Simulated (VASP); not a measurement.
Runs of VASP 6.6.1 on Ba3Mg. The structure is that of space group Pm-3m (No. 221), or close to it. The cells are those of the table. 

```csv
task,cell,k mesh,cutoff (eV),gap on the mesh (eV),pressure (GPa),relaxed volume (Å³/atom)
relaxation of cell and atoms,"relaxed from a = 5.048 Å, 4 atoms",4 × 4 × 4,600,none,0.1,50.64
single point,"a = 5.048 Å, 4 atoms",4 × 4 × 4,520,none,11.1,-
relaxation of cell and atoms,"relaxed from a = 5.849 Å, 4 atoms",8 × 8 × 8,600,none,0.0,50.80
single point,"a = 5.849 Å, 4 atoms",4 × 4 × 4,520,none,(a),-
single point,"a = 5.865 Å, 4 atoms",8 × 8 × 8,520,none,0.1,-
```

Alike in all rows: level PBE; potentials or basis VASP PAW PBE potentials, release 64 (Ba_sv, Mg); no spin polarisation; smearing gaussian 0.1 eV.

Question: Estimate the missing entries.

Answer: (a) 0.2.

Caveats: spin-orbit coupling is left out, which moves the levels of the heavy elements; the volume moved by over 15 % at a fixed basis, so the end points are rough (some runs).

A k mesh can miss the band edges, and the runs leave out spin-orbit coupling on Ba.

A gap of «none» marks levels without a gap at the run's occupations.
